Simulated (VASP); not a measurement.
# Nb (Im-3m) in VASP: a series of runs, part 2 of 2

VASP 6.6.1.

**4. Single point, PBEsol (volume scaled by 0.92)**

Input file INCAR:

```
PREC     = Accurate       # precision mode
ENCUT    = 520            # plane-wave cutoff, eV
EDIFF    = 1E-7           # SCF threshold, eV
ISMEAR   = -1             # smearing method
SIGMA    = 0.1            # smearing width, eV
LREAL    = False          # projectors in reciprocal space
LASPH    = True           # aspherical terms in the spheres
NELM     = 60             # most SCF steps
ALGO     = Normal         # electronic algorithm
ISIF     = 2              # what is computed and relaxed
LWAVE    = False          # write WAVECAR
LCHARG   = True           # write CHGCAR
GGA      = PS             # functional
LELF     = True           # ELF
LVHAR    = True         
NBANDS   = 12             # bands
```

Input file KPOINTS:

```
Automatic mesh
0
Gamma
  22 22 22
```

Input file POSCAR:

```
Nb
1.0
   -1.5904774587      1.5904774587      1.5904774587
    1.5904774587     -1.5904774587      1.5904774587
    1.5904774587      1.5904774587     -1.5904774587
Nb
1
Direct
    0.0000000000      0.0000000000      0.0000000000
```

The run is started by

```
$ cat potpaw_PBE.64/Nb_sv/POTCAR > POTCAR
$ mpirun -np 1 vasp_std > vasp.out
```

It took 36 s on 1 thread of Intel Xeon Platinum 8488C (Sapphire Rapids), shared host; peak memory 0.17 GiB.

It converged, with:

```yaml
Free_energy: -10.9019 eV
Pressure: 17.8 GPa
```

Levels at points of the mesh, in eV from the Fermi level:
```tsv
k point	band 4	band 5	band 6	band 7	band 8	band 9
(0.00, 0.00, 0.00)	-29.21	-6.16	0.29	0.29	0.29	3.59
(0.50, 0.00, 0.00)	-29.23	-4.26	-2.06	2.89	3.71	4.50
(0.50, 0.50, 0.50)	-30.50	-4.47	-4.47	6.43	6.43	6.43
```

Caveat: the PAW data sets were made with another functional, which shifts forces and pressure a little.

**5. Single point, PBEsol (volume scaled by 0.96)**

Input file INCAR:

```
SYSTEM = Nb
PREC = Accurate
ENCUT = 520
EDIFF = 1E-6
ISMEAR = -1
SIGMA = 0.1
LREAL = .FALSE.
LASPH = .TRUE.
NELM = 100
ALGO = Normal
ISIF = 2
LWAVE = .FALSE.
LCHARG = .FALSE.
GGA = PS
NBANDS = 12
```

Input file KPOINTS:

```
Automatic mesh
0
G
  22 22 22
  0 0 0
```

Input file POSCAR:

```
Nb
1.0
   -1.6132016354      1.6132016354      1.6132016354
    1.6132016354     -1.6132016354      1.6132016354
    1.6132016354      1.6132016354     -1.6132016354
Nb
1
Direct
    0.0000000000      0.0000000000      0.0000000000
```

Potentials or basis: VASP PAW PBE potentials, release 64 (Nb_sv).

The run is started by

```
$ cat potpaw_PBE.64/Nb_sv/POTCAR > POTCAR
$ mpirun -np 1 vasp_std > vasp.out
```

OUTCAR:

```text
SYSTEM = Nb
   PREC = Accurate
   ENCUT = 520
   EDIFF = 1E-6
   ISMEAR = -1
   LREAL = .FALSE.
   LASPH = .TRUE.
   NELM = 100
   ISIF = 2
   GGA = PS

 ion  position               nearest neighbor table
   1  0.000  0.000  0.000-

  LATTYP: Found a body centered cubic cell.
 ALAT       =     3.2264032708

  Lattice vectors:

 A1 = (  -1.6132016354,   1.6132016354,   1.6132016354)
 A2 = (   1.6132016354,  -1.6132016354,   1.6132016354)
 A3 = (   1.6132016354,   1.6132016354,  -1.6132016354)

Analysis of symmetry for initial positions (statically):
=====================================================================
 Subroutine PRICEL returns:
 Original cell was already a primitive cell.

 Routine SETGRP: Setting up the symmetry group for a
 body centered cubic supercell.

 Subroutine GETGRP returns: Found 48 space group operations
 (whereof 48 operations were pure point group operations)
 out of a pool of 48 trial point group operations.

The static configuration has the point symmetry O_h .

Analysis of symmetry for dynamics (positions and initial velocities):
[... 165 lines left out ...]
  band No.  band energies     occupation
      1     -42.1413      2.00000
      2     -17.2866      2.00000
      3     -17.2866      2.00000
      4     -17.2866      2.00000
      5       5.9617      2.00000
      6      12.3904      0.07349
      7      12.3904      0.07349
      8      12.3904      0.07349
      9      15.5401      0.00000
     10      15.5401      0.00000
     11      26.4468      0.00000
     12      26.4468      0.00000
[... 331 lines left out ...]
 k-point    24 :       0.1364    0.0909    0.0000
  band No.  band energies     occupation
      1     -42.0321      2.00000
      2     -17.8890      2.00000
      3     -17.4421      2.00000
      4     -17.3350      2.00000
      5       7.4939      2.00000
      6      11.6036      1.98013
      7      11.7743      1.89518
      8      14.1539      0.00000
      9      14.6390      0.00000
     10      15.7866      0.00000
     11      27.5878      0.00000
     12      28.5636      0.00000

 [... further k-points ...]

------------------------ aborting loop because EDIFF is reached ----------------------------------------

  FORCE on cell =-STRESS in cart. coord.  units (eV):
  Direction    XX          YY          ZZ          XY          YZ          ZX
  --------------------------------------------------------------------------------------
  -------------------------------------------------------------------------------------
  Total        0.8528189      0.8528189      0.8528189      0.0000000     -0.0000000     -0.0000000
  in kB       81.3657113     81.3657113     81.3657113      0.0000000     -0.0000000     -0.0000000
  external PRESSURE =      81.3657113 kB  Pullay stress =       0.0000000 kB

 VOLUME and BASIS-vectors are now :
 -----------------------------------------------------------------------------
  energy-cutoff  :      520.00
  volume of cell :       16.79
      direct lattice vectors                 reciprocal lattice vectors
    -1.613201635  1.613201635  1.613201635     0.000000000  0.309942656  0.309942656
     1.613201635 -1.613201635  1.613201635     0.309942656  0.000000000  0.309942656
     1.613201635  1.613201635 -1.613201635     0.309942656  0.309942656  0.000000000

 POSITION                                       TOTAL-FORCE (eV/Angst)
 -----------------------------------------------------------------------------------
      0.00000      0.00000      0.00000         0.000000      0.000000     -0.000000
 -----------------------------------------------------------------------------------
    total drift:                                0.000000      0.000000     -0.000000

  FREE ENERGIE OF THE ION-ELECTRON SYSTEM (eV)
  ---------------------------------------------------
  free  energy   TOTEN  =       -10.9585902670 eV

  energy  without entropy=      -10.9133792357  energy(sigma->0) =      -10.93598475
```

OSZICAR:

```text
N       E                     dE             d eps       ncg     rms          rms(c)
DAV:   1     0.118019013353E+03    0.11802E+03   -0.73571E+03  7888   0.109E+03
DAV:   2    -0.661555635635E+01   -0.12463E+03   -0.11997E+03  8388   0.395E+02
DAV:   3    -0.111141734641E+02   -0.44986E+01   -0.43013E+01 11328   0.660E+01
DAV:   4    -0.113749432054E+02   -0.26077E+00   -0.25920E+00 11016   0.143E+01
DAV:   5    -0.113843410560E+02   -0.93979E-02   -0.93944E-02 11404   0.234E+00    0.816E+00
DAV:   6    -0.109998812737E+02    0.38446E+00   -0.57726E-01 12728   0.968E+00    0.294E+00
DAV:   7    -0.109535263260E+02    0.46355E-01   -0.18238E-01 13036   0.538E+00    0.948E-01
DAV:   8    -0.109585293539E+02   -0.50030E-02   -0.13136E-02  9236   0.150E+00    0.335E-02
DAV:   9    -0.109585791392E+02   -0.49785E-04   -0.94149E-04 12328   0.279E-01    0.422E-02
DAV:  10    -0.109585948646E+02   -0.15725E-04   -0.26631E-05  9408   0.607E-02    0.191E-02
DAV:  11    -0.109585905088E+02    0.43558E-05   -0.74477E-06 10688   0.457E-02    0.260E-03
DAV:  12    -0.109585902670E+02    0.24176E-06   -0.26202E-07  5652   0.702E-03
   1 F= -.10958590E+02 E0= -.10935985E+02  d E =-.452110E-01
```

stdout:

```text
POSCAR found type information on POSCAR Nb
 POSCAR found :  1 types and       1 ions
 scaLAPACK will be used
 -----------------------------------------------------------------------------
|                                                                             |
|                                                                             |
|     You enforced a specific xc type in the INCAR file but a different       |
|     I HOPE YOU KNOW WHAT YOU ARE DOING!                                     |
|                                                                             |
 -----------------------------------------------------------------------------

 LDA part: xc-table for (Slater+PW92), standard interpolation
 POSCAR, INCAR and KPOINTS ok, starting setup
 FFT: planning ... GRIDC
 FFT: planning ... GRID_SOFT
 FFT: planning ... GRID
 WAVECAR not read
 entering main loop
```

Run time: 34 s. Hardware: 1 thread of Intel Xeon Platinum 8488C (Sapphire Rapids), shared host; peak memory 0.18 GiB.

What came out:

```yaml
Free_energy: -10.9586 eV
Pressure: 8.1 GPa
```

Caveat: the PAW data sets were made with another functional, which shifts forces and pressure a little.

**6. Overview**

```tsv
cell	k mesh	gap on the mesh (eV)	pressure (GPa)
a = 2.832 Å, angles 109.5°, 1 atom	13 × 13 × 13	none	-0.3
a = 2.714 Å, angles 109.5°, 1 atom	22 × 22 × 22	none	29.4
a = 2.755 Å, angles 109.5°, 1 atom	22 × 22 × 22	none	17.8
a = 2.794 Å, angles 109.5°, 1 atom	22 × 22 × 22	none	8.1
```

Alike in all rows: task single point; level PBEsol; potentials or basis VASP PAW PBE potentials, release 64 (Nb_sv); no spin polarisation; cutoff (eV) 520; smearing fermi-dirac 0.1 eV.

Caveats: the PAW data sets were made with another functional, which shifts forces and pressure a little.

Absolute energies hang on the potentials; compare differences alone.
